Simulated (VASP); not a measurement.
The system is SiC.

```
CELL_PARAMETERS angstrom
3.17581 0.00000 0.00000
-1.58790 2.75033 0.00000
0.00000 0.00000 4.80976
ATOMIC_POSITIONS crystal
Si 0.33333 0.66667 0.00456
Si 0.66667 0.33333 0.50456
C 0.33333 0.66667 0.38044
C 0.66667 0.33333 0.88044
```

This cell differs from its parent crystal: volume 10.503 Å^3 an atom, c/a of the conventional cell 1.5145.

- Program: VASP 6.6.1
- Task: relaxation of the atoms
- Functional: PBE
- Potentials or basis: VASP PAW PBE potentials, release 64 (Si, C)
- Cutoff: 520 eV
- k mesh: 12 × 12 × 6
- Occupations: gaussian, width 0.05 eV
- Spin: no spin polarisation

At the start: pressure 1.6 GPa; volume 10.50 Å³/atom.

Q: Where does the relaxation end?

A: Over 3 steps the energy falls by 12.7 meV/atom; space group P6_3mc (No. 186, to 0.05 Å).

The path:
```csv
step,energy change (eV),largest force (eV/Å),pressure (GPa)
1,0.0000,1.0654,1.60
2,-0.0023,0.8747,-0.94
3,-0.0509,0.0001,0.07
```

Final structure:
```cif
data_structure
_symmetry_space_group_name_H-M 'P 1'
_symmetry_Int_Tables_number 1
_cell_length_a 3.1758
_cell_length_b 3.1758
_cell_length_c 4.8098
_cell_angle_alpha 90.000
_cell_angle_beta 90.000
_cell_angle_gamma 120.000
_cell_volume 42.01
loop_
_atom_site_label
_atom_site_type_symbol
_atom_site_fract_x
_atom_site_fract_y
_atom_site_fract_z
_atom_site_occupancy
Si1 Si 0.33333 0.66667 0.99939 1
Si2 Si 0.66667 0.33333 0.49939 1
C1 C 0.33333 0.66667 0.38561 1
C2 C 0.66667 0.33333 0.88561 1
```

Caveat: the cell differs from its parent crystal (volume 10.503 Å^3 an atom, c/a of the conventional cell 1.5145).
